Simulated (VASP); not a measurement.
A run of VASP 6.6.1 is set up as follows.

INCAR

```
SYSTEM = Ta
ALGO = Normal
EDIFF = 1E-6
ENCUT = 500
GGA = PE
GGA_COMPAT = .False.
ISIF = 2
ISMEAR = -1
LASPH = .True.
LCHARG = .False.
LREAL = .False.
LWAVE = .False.
NBANDS = 12
NELM = 120
PREC = Accurate
SIGMA = 0.05
```

KPOINTS

```
k-points
0
Gamma
  17 17 16
  0 0 0
```

POSCAR

```
Ta
1.0
    2.2941895950      0.0000000000      0.0000000000
   -1.1470947975      1.9868264703      0.0000000000
    0.0000000000      0.0000000000      2.1691131099
Ta
1
Direct
    0.0000000000      0.0000000000      0.0000000000
```

Potentials or basis: VASP PAW PBE potentials, release 64 (Ta_sv_GW).

Run with:

```bash
$ cat potpaw_PBE.64/Ta_sv_GW/POTCAR > POTCAR
$ mpirun -np 1 vasp_std > vasp.out
```

**Question.** Estimate the pressure.

**Answer.** 429.4 GPa.

Stress tensor (GPa, compression positive):
```
428.53   0.00   0.00
  0.00 428.53   0.00
  0.00   0.00 431.10
```
